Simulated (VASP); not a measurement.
# NbRu3C (Pm-3m) in VASP: further runs, part 2 of 2

VASP 6.6.1. The steps go on from the part before.

## Step 3: Relaxation of cell and atoms, PBEsol

This run uses another cell than the first one, of 13.44 Å³/atom, 1.059 times its volume.

File INCAR:

```
ALGO = Normal
EDIFF = 1E-6
EDIFFG = -0.01
ENCUT = 600
GGA = PS
IBRION = 2
ISIF = 3
ISMEAR = -1
LASPH = True
LCHARG = False
LREAL = False
LWAVE = False
NELM = 60
NSW = 60
PREC = Accurate
SIGMA = 0.05
```

File KPOINTS:

```
k-points
0
Gamma
  7 7 7
```

File POSCAR:

```
NbRu3C
1.0
    4.0651380000      0.0000000000      0.0000000000
    0.0000000000      4.0651380000      0.0000000000
    0.0000000000      0.0000000000      4.0651380000
Ru Nb C
3 1 1
Direct
    0.5000000000      0.5000000000      0.0000000000
    0.5000000000      0.0000000000      0.5000000000
    0.0000000000      0.5000000000      0.5000000000
    0.0000000000      0.0000000000      0.0000000000
    0.5000000000      0.5000000000      0.5000000000
```

Potentials or basis: VASP PAW PBE potentials, release 64 (Ru_pv, Nb_sv, C).

Started as:

```sh
$ cat potpaw_PBE.64/Ru_pv/POTCAR potpaw_PBE.64/Nb_sv/POTCAR potpaw_PBE.64/C/POTCAR > POTCAR
$ mpirun -np 1 vasp_std > vasp.out
```

It took 2.7 min on 1 thread of Intel Xeon Platinum 8375C at 2.90GHz (Ice Lake), shared host; peak memory 0.22 GiB.

It converged, with:

```
Free energy                            : -51.4351 eV
Relaxed volume                         : 12.88 Å³/atom
Relaxed cell                           : a = 4.008 Å, b = 4.008 Å, c = 4.008 Å, α = 90.00°, β = 90.00°, γ = 90.00°
Space group after relaxing (to 0.05 Å) : Pm-3m (No. 221)
Energy gained by relaxing              : 21.6 meV/atom
Ionic steps                            : 4
Pressure after relaxing                : 0.0 GPa
```

The path:
| step | energy change (eV) | largest force (eV/Å) | pressure (GPa) | volume (Å³) |
| --- | --- | --- | --- | --- |
| 1 | 0.0000 | 0.0000 | -11.93 | 67.18 |
| 2 | 0.6591 | 0.0000 | 41.88 | 57.91 |
| 3 | -0.1080 | 0.0000 | -0.54 | 64.50 |
| 4 | -0.1081 | 0.0000 | -0.05 | 64.40 |

Final structure:
```yaml
crystal:
  lattice:
    - [4.00830, 0.00000, 0.00000]
    - [0.00000, 4.00830, 0.00000]
    - [0.00000, 0.00000, 4.00830]
  atoms:
    - { symbol: Ru, position: [0.50000, 0.50000, 0.00000] }
    - { symbol: Ru, position: [0.50000, 0.00000, 0.50000] }
    - { symbol: Ru, position: [0.00000, 0.50000, 0.50000] }
    - { symbol: Nb, position: [0.00000, 0.00000, 0.00000] }
    - { symbol: C, position: [0.50000, 0.50000, 0.50000] }
```

Levels at points of the mesh, in eV from the Fermi level:
```tsv
k point	band 26	band 27	band 28	band 29	band 30	band 31	band 32	band 33
(0.00, 0.00, 0.00)	-2.72	-1.47	-1.47	0.68	0.71	0.71	0.71	1.96
```

Caveat: the PAW data sets were made with another functional, which shifts forces and pressure a little.

## Step 4: Relaxation of cell and atoms, PBEsol, target pressure 2 GPa, at which the enthalpy is minimised

This run uses another cell than the first one, of 13.44 Å³/atom, 1.059 times its volume.

File INCAR:

```
PREC = Accurate
ENCUT = 600
EDIFF = 1E-6
ISMEAR = -1
SIGMA = 0.05
LREAL = F
LASPH = T
NELM = 60
ALGO = Normal
ISIF = 3
LWAVE = F
LCHARG = F
GGA = PS
IBRION = 2
NSW = 60
EDIFFG = -0.01
PSTRESS = 20.0
```

File KPOINTS:

```
regular mesh
0
Gamma
  7 7 7
```

POSCAR is that of step 3.

Started as:

```sh
$ cat potpaw_PBE.64/Ru_pv/POTCAR potpaw_PBE.64/Nb_sv/POTCAR potpaw_PBE.64/C/POTCAR > POTCAR
$ mpirun -np 1 vasp_std > vasp.out
```

Run time: 2.7 min. Hardware: 1 thread of Intel Xeon Platinum 8375C at 2.90GHz (Ice Lake), shared host; peak memory 0.22 GiB.

The run converged. Its results:

```
Free energy                                            : -51.4329 eV
Relaxed volume                                         : 12.80 Å³/atom
Relaxed cell                                           : a = 4.000 Å, b = 4.000 Å, c = 4.000 Å, α = 90.00°, β = 90.00°, γ = 90.00°
Space group after relaxing (to 0.05 Å)                 : Pm-3m (No. 221)
Energy change on relaxing (the enthalpy is what falls) : -21.2 meV/atom
Ionic steps                                            : 4
Pressure after relaxing                                : 1.9 GPa
```

Step by step:
```
step  energy change (eV)  largest force (eV/Å)  pressure (GPa)  volume (Å³)
   1              0.0000                0.0000          -11.93        67.18
   2              1.1000                0.0000           54.97        56.45
   3             -0.1071                0.0000            1.25        64.13
   4             -0.1059                0.0000            1.88        64.00
```

Final structure:
```yaml
crystal:
  lattice:
    - [4.00010, 0.00000, 0.00000]
    - [0.00000, 4.00010, 0.00000]
    - [0.00000, 0.00000, 4.00010]
  atoms:
    - { symbol: Ru, position: [0.50000, 0.50000, 0.00000] }
    - { symbol: Ru, position: [0.50000, 0.00000, 0.50000] }
    - { symbol: Ru, position: [0.00000, 0.50000, 0.50000] }
    - { symbol: Nb, position: [0.00000, 0.00000, 0.00000] }
    - { symbol: C, position: [0.50000, 0.50000, 0.50000] }
```

Levels at points of the mesh, in eV from the Fermi level:
```tsv
k point	band 25	band 26	band 27	band 28	band 29	band 30	band 31	band 32	band 33	band 34
(0.00, 0.00, 0.00)	-2.74	-2.74	-1.48	-1.48	0.69	0.72	0.72	0.72	1.98	1.98
```

Caveat: the cell is relaxed towards a set pressure, so the enthalpy falls and the energy may rise; the PAW data sets were made with another functional, which shifts forces and pressure a little.

## Step 5: Relaxation of cell and atoms, PBEsol, target pressure 5 GPa, at which the enthalpy is minimised

This run uses another cell than the first one, of 13.44 Å³/atom, 1.059 times its volume.

File INCAR:

```
SYSTEM = NbRu3C
PREC = Accurate
ENCUT = 600
EDIFF = 1E-6
ISMEAR = -1
SIGMA = 0.05
LREAL = .False.
LASPH = .True.
NELM = 100
ALGO = Normal
ISIF = 3
LWAVE = .False.
LCHARG = .False.
GGA = PS
IBRION = 2
NSW = 60
EDIFFG = -0.01
PSTRESS = 50.0
```

File KPOINTS:

```
Automatic mesh
0
Gamma
  7 7 7
  0 0 0
```

POSCAR is that of step 4.

Potentials or basis: VASP PAW PBE potentials, release 64 (Ru_pv, Nb_sv, C).

Started as:

```sh
$ cat potpaw_PBE.64/Ru_pv/POTCAR potpaw_PBE.64/Nb_sv/POTCAR potpaw_PBE.64/C/POTCAR > POTCAR
$ mpirun -np 1 vasp_std > vasp.out
```

OUTCAR:

```text
SYSTEM = NbRu3C
   PREC = Accurate
   ENCUT = 600
   EDIFF = 1E-6
   ISMEAR = -1
   LREAL = .False.
   LASPH = .True.
   NELM = 100
   ISIF = 3
   GGA = PS
   IBRION = 2
   NSW = 60
   EDIFFG = -0.01
   PSTRESS = 50.0

 ion  position               nearest neighbor table
   1  0.500  0.500  0.000-   5 2.03   5 2.03   4 2.87   2 2.87   2 2.87   3 2.87   3 2.87   2 2.87
                             4 2.87   2 2.87   3 2.87   4 2.87   3 2.87   4 2.87
   2  0.500  0.000  0.500-   5 2.03   5 2.03   4 2.87   1 2.87   1 2.87   4 2.87   1 2.87   3 2.87
                             3 2.87   1 2.87   3 2.87   4 2.87   4 2.87   3 2.87
   3  0.000  0.500  0.500-   5 2.03   5 2.03   4 2.87   1 2.87   1 2.87   4 2.87   2 2.87   4 2.87
                             4 2.87   1 2.87   2 2.87   2 2.87   1 2.87   2 2.87
   4  0.000  0.000  0.000-   1 2.87   2 2.87   3 2.87   2 2.87   3 2.87   1 2.87   3 2.87   3 2.87
                             1 2.87   2 2.87   2 2.87   1 2.87
   5  0.500  0.500  0.500-   1 2.03   2 2.03   3 2.03   1 2.03   2 2.03   3 2.03
[... 192 lines left out ...]
  -------------------------------------------------------------------------------------
  Total       -5.0038508     -5.0038508     -5.0038508     -0.0000000      0.0000000     -0.0000000
  in kB     -119.3408295   -119.3408295   -119.3408295     -0.0000000      0.0000000     -0.0000000
  external PRESSURE =    -169.3408295 kB  Pullay stress =      50.0000000 kB
[... 233 lines left out ...]
--------------------------------------- Ionic step        7  -------------------------------------------

 number of electron      58.9999984 magnetization

 Free energy of the ion-electron system (eV)
  ---------------------------------------------------
  ext. energy  EPLUGINS =         0.00000000
  ---------------------------------------------------
  free energy    TOTEN  =       -51.41979765 eV

  energy without entropy =      -51.40051592  energy(sigma->0) =      -51.41015678

 E-fermi :  12.9777     XC(G=0): -13.8213

 val. band max:       12.9085616706   @ k =   0.4286   0.1429   0.1429
 cond. band min:      12.9920582157   @ k =   0.4286   0.1429   0.1429
 fundamental gap:      0.0834965451
 Fermi energy:        12.9776731218

 k-point     1 :       0.0000    0.0000    0.0000
  band No.  band energies     occupation
      1     -42.8908      2.00000
      2     -30.8790      2.00000
      3     -30.8790      2.00000
      4     -30.8790      2.00000
      5     -30.1336      2.00000
      6     -30.1336      2.00000
[... 785 lines left out ...]
  energy  without entropy=      -51.4005159185  energy(sigma->0) =      -51.41015678

  enthalpy is  TOTEN    =       -49.4414151360 eV   P V=        1.9783825121

 reached required accuracy - stopping structural energy minimisation
```

CONTCAR:

```text
NbRu3C
   1.00000000000000
     3.9873431646091348    0.0000000000000000   -0.0000000000000000
    -0.0000000000000000    3.9873431646091348   -0.0000000000000000
     0.0000000000000000    0.0000000000000000    3.9873431646091348
  Ru              Nb              C
     3     1     1
Direct
     0.5000000000000000    0.5000000000000000    0.0000000000000000
     0.5000000000000000    0.0000000000000000    0.5000000000000000
     0.0000000000000000    0.5000000000000000    0.5000000000000000
     0.0000000000000000    0.0000000000000000    0.0000000000000000
     0.5000000000000000    0.5000000000000000    0.5000000000000000

  0.00000000E+00  0.00000000E+00  0.00000000E+00
  0.00000000E+00  0.00000000E+00  0.00000000E+00
  0.00000000E+00  0.00000000E+00  0.00000000E+00
  0.00000000E+00  0.00000000E+00  0.00000000E+00
  0.00000000E+00  0.00000000E+00  0.00000000E+00
```

Run time: 3.9 min. Hardware: 1 thread of Intel Xeon Platinum 8375C at 2.90GHz (Ice Lake), shared host; peak memory 0.22 GiB.

What came out:

```yaml
Free_energy: -51.4198 eV
Relaxed_volume: 12.68 Å³/atom
Relaxed_cell: a = 3.987 Å, b = 3.987 Å, c = 3.987 Å, α = 90.00°, β = 90.00°, γ = 90.00°
Space_group_after_relaxing_to_0.05_Å: Pm-3m (No. 221)
Energy_change_on_relaxing_the_enthalpy_is_what_falls: -18.6 meV/atom
Ionic_steps: 7
Pressure_after_relaxing: 5.0 GPa
```

The path:
```csv
step,energy change (eV),largest force (eV/Å),pressure (GPa),volume (Å³)
1,0.0000,0.0000,-11.93,67.18
2,1.9845,0.0000,77.61,54.30
3,-0.0990,0.0000,3.84,63.62
4,-0.0941,0.0000,4.78,63.44
5,-0.0918,0.0000,5.17,63.36
6,-0.0950,0.0000,4.65,63.47
7,-0.0928,0.0000,5.01,63.39
```

Final structure:
```xyz
5
Lattice="3.9873 0.0000 0.0000 0.0000 3.9873 0.0000 0.0000 0.0000 3.9873" Properties=species:S:1:pos:R:3 pbc="T T T"
Ru    1.9937    1.9937    0.0000
Ru    1.9937    0.0000    1.9937
Ru    0.0000    1.9937    1.9937
Nb    0.0000    0.0000    0.0000
C     1.9937    1.9937    1.9937
```

Caveat: the cell is relaxed towards a set pressure, so the enthalpy falls and the energy may rise; the PAW data sets were made with another functional, which shifts forces and pressure a little.

## Step 6: Summary

```csv
task,cell,cutoff (eV),gap on the mesh (eV),pressure (GPa)
single point,"a = 3.988 Å, 5 atoms",520,none,4.9
relaxation of cell and atoms,"relaxed from a = 4.065 Å, 5 atoms",600,none,0.0
relaxation of cell and atoms,"relaxed to 2 GPa from a = 4.065 Å, 5 atoms",600,none,1.9
relaxation of cell and atoms,"relaxed to 5 GPa from a = 4.065 Å, 5 atoms",600,none,5.0
```

Alike in all rows: level PBEsol; potentials or basis VASP PAW PBE potentials, release 64 (Ru_pv, Nb_sv, C); no spin polarisation; k mesh 7 × 7 × 7; smearing fermi-dirac 0.05 eV.

Caveats: the PAW data sets were made with another functional, which shifts forces and pressure a little; the cell is relaxed towards a set pressure, so the enthalpy falls and the energy may rise (some runs).

Total energies depend on the potentials used, so only differences within one code and one set of settings carry meaning.
